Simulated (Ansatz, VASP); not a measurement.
## Two plane-wave programs on Al3Cu

File INCAR:

```
PREC     = Accurate       # precision mode
ENCUT    = 520            # plane-wave cutoff, eV
EDIFF    = 1E-7           # SCF threshold, eV
ISMEAR   = 0              # smearing method
SIGMA    = 0.15           # smearing width, eV
LREAL    = False          # projectors in reciprocal space
LASPH    = True           # aspherical terms in the spheres
NELM     = 100            # most SCF steps
ALGO     = Fast           # electronic algorithm
ISIF     = 2              # what is computed and relaxed
LWAVE    = False          # write WAVECAR
LCHARG   = False          # write CHGCAR
GGA      = PS             # functional
NBANDS   = 18             # bands
```

Contents of KPOINTS:

```
Automatic mesh
0
Gamma
  12 12 12
```

File POSCAR:

```
Al3Cu
1.0
    3.6977360891      0.0000000000      0.0000000000
    0.0000000000      3.8923537780      0.0000000000
    0.0000000000      0.0000000000      3.8923537780
Al Cu
3 1
Direct
    0.0000000000      0.5000000000      0.5000000000
    0.5000000000      0.0000000000      0.5000000000
    0.5000000000      0.5000000000      0.0000000000
    0.0000000000      0.0000000000      0.0000000000
```

Input for Ansatz:

```yaml
crystal:
  lattice:
    - [3.6977360891, 0.0, 0.0]
    - [0.0, 3.892353778, 0.0]
    - [0.0, 0.0, 3.892353778]
  atoms:
    - { symbol: Al, position: [0.0, 0.5, 0.5] }
    - { symbol: Al, position: [0.5, 0.0, 0.5] }
    - { symbol: Al, position: [0.5, 0.5, 0.0] }
    - { symbol: Cu, position: [0.0, 0.0, 0.0] }
basis:
  ecutwfc: 420
kpoints:
  mp_grid: { grid: [12, 12, 12] }
hamiltonian:
  xc: pbesol
scf:
  occupations: { method: gaussian, width: 0.15 }
output:
  forces: true
  stress: true
  eigenvalues: true
```

Change from the starting cell: strain -0.0500 x Voigt [1, 0, 0, 0, 0, 0], atoms carried along.

Alike in both runs: task single point; functional PBEsol; k mesh 12 × 12 × 12; occupations gaussian, width 0.15 eV; no spin polarisation.

```csv
,VASP,Ansatz
version,VASP 6.6.1,Ansatz 0.2.0
potentials or method,"VASP PAW PBE potentials, release 64 (Al, Cu), cutoff 520 eV","scalar-relativistic, plane waves, PAW"
valence electrons in the cell,20,28
```

Ansatz gave:

| Item | Value |
| --- | --- |
| gap on the k mesh at the Fermi level (eV) | none |
| pressure (GPa) | 5.8 |
| traceless stress, the component that is largest in VASP (GPa) | 4.09 |

**Question.** Which values does VASP return?

**Answer.** gap on the k mesh at the Fermi level (eV): none; pressure (GPa): 5.5; traceless stress, the component that is largest in VASP (GPa): 4.10.

VASP's potentials were made for PBE, not for PBEsol. A gap of «none» marks a metal or a gap that the smearing closes. The functional is the same, so the differences come from potentials, cutoffs and numerics. VASP's potentials hold 20 valence electrons a cell and Ansatz's 28, so a difference there can come from the potentials and not from the codes.
